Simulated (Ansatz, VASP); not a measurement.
La: VASP beside Ansatz

```
CELL_PARAMETERS angstrom
0.00000 2.69630 2.69630
2.69630 0.00000 2.69630
2.69630 2.69630 0.00000
ATOMIC_POSITIONS crystal
La 0.00000 0.00000 0.00000
```

Alike in both runs: functional RPBE; k mesh 10 × 10 × 10; occupations fermi-dirac, width 0.1 eV; no spin polarisation.

Ansatz relaxed the structure, and its values are those at the end. VASP's run is a single point on that final structure, the one shown.

```csv
,VASP,Ansatz
version,VASP 6.6.1,Ansatz 0.2.0
potentials or method,"VASP PAW PBE potentials, release 64 (La), cutoff 520 eV","plane waves (420 eV) with PAW, scalar-relativistic"
valence electrons in the cell,11,11
```

|  | VASP | Ansatz | Ansatz less VASP |
| --- | --- | --- | --- |
| pressure (GPa) | 0.1 | 0.0 | -0.04 |

VASP's potentials were made for PBE, not for RPBE. With one functional, cell and mesh, what is left measures potentials, basis and numerics.

Neither program's run includes spin-orbit coupling.
